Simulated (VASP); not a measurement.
**LiH (rocksalt type): electric field gradients with PBE**

Crystal: LiH (rocksalt type).

```
CELL_PARAMETERS angstrom
-0.01002 2.00349 2.00349
2.00349 -0.01002 2.00349
1.99348 1.99348 0.00000
ATOMIC_POSITIONS crystal
Li 0.00000 0.00000 0.00000
H 0.50000 0.50000 0.50000
```

This cell differs from its parent crystal: xy shear strain of -1 %.

| Quantity | Value |
| --- | --- |
| Program | VASP 6.6.1 |
| Task | electric field gradients |
| Functional | PBE |
| Potentials or basis | VASP PAW PBE potentials, release 64 (Li_sv, H) |
| Cutoff | 520 eV |
| k mesh | 14 × 14 × 14 |
| Occupations | fermi-dirac, width 0.08 eV |
| Spin | no spin polarisation |
| Dipole correction | no |
| Further INCAR settings | ALGO = Normal; EDIFF = 1e-08; NBANDS = 9 |

```yaml
Band_gap_on_the_k_mesh: 2.98 eV, indirect (the least direct gap lies 0.5 meV higher)
```

Levels at points of the mesh, in eV from the valence-band top:
```tsv
k point	band 1	band 2	band 3	band 4	band 5	band 6	band 7
(0.00, 0.00, 0.00)	-44.29	-5.44	16.11	17.76	17.90	18.05	22.44
(0.50, 0.00, 0.00)	-44.24	-2.67	4.89	13.73	16.54	16.62	19.10
(0.50, 0.50, 0.00)	-44.23	0.00	2.98	10.66	10.99	13.98	17.30
(0.00, 0.00, 0.50)	-44.24	-2.60	4.96	13.60	16.41	16.49	18.95
(0.50, 0.00, 0.50)	-44.23	0.00	2.98	10.82	10.82	13.98	17.29
```

Wall time 70 s on 1 thread of Intel Xeon 8259CL (shared host), peak memory 0.18 GiB.

Caveat: the cell differs from its parent crystal (xy shear strain of -1 %); without QUAD_EFG the Cq values of the log hold for a quadrupole moment of 1 mb, not for the nuclei. A k mesh can miss the band edges.
